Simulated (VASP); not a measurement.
ZrC, 2 atoms in the cell. Symmetry: Fm-3m, No. 225, cubic system. Conventional cell: a = 4.082 Å, b = 4.082 Å, c = 4.082 Å, α = 90.00°, β = 90.00°, γ = 90.00°. Within 2.7 Å of Zr (site symmetry m-3m) lie 6 C at 2.04 Å. Within 2.7 Å of C (site symmetry m-3m) lie 6 Zr at 2.04 Å. 

| Quantity | Value |
| --- | --- |
| Program | VASP 6.6.1 |
| Task | single point |
| Functional | PBEsol |
| Potentials or basis | VASP PAW PBE potentials, release 64 (Zr_sv, C) |
| Cutoff | 520 eV |
| k mesh | 13 × 13 × 13 |
| Occupations | fermi-dirac, width 0.05 eV |
| Spin | no spin polarisation |
| Dipole correction | no |
| Further INCAR settings | ALGO = Normal; EDIFF = 1e-06; NBANDS = 15 |

Potentials or basis: VASP PAW PBE potentials, release 64 (Zr_sv, C).

Run with:

```bash
$ cat potpaw_PBE.64/Zr_sv/POTCAR potpaw_PBE.64/C/POTCAR > POTCAR
$ mpirun -np 1 vasp_std > vasp.out
```

Hardware: 1 thread of Intel Xeon 8259CL, with other jobs on the host.

**Question.** Estimate the wall time of this run.

**Answer.** Run time: 30 s on 1 thread of Intel Xeon 8259CL (shared host), peak memory 0.15 GiB. Counts: scf iterations 13, k points 84.
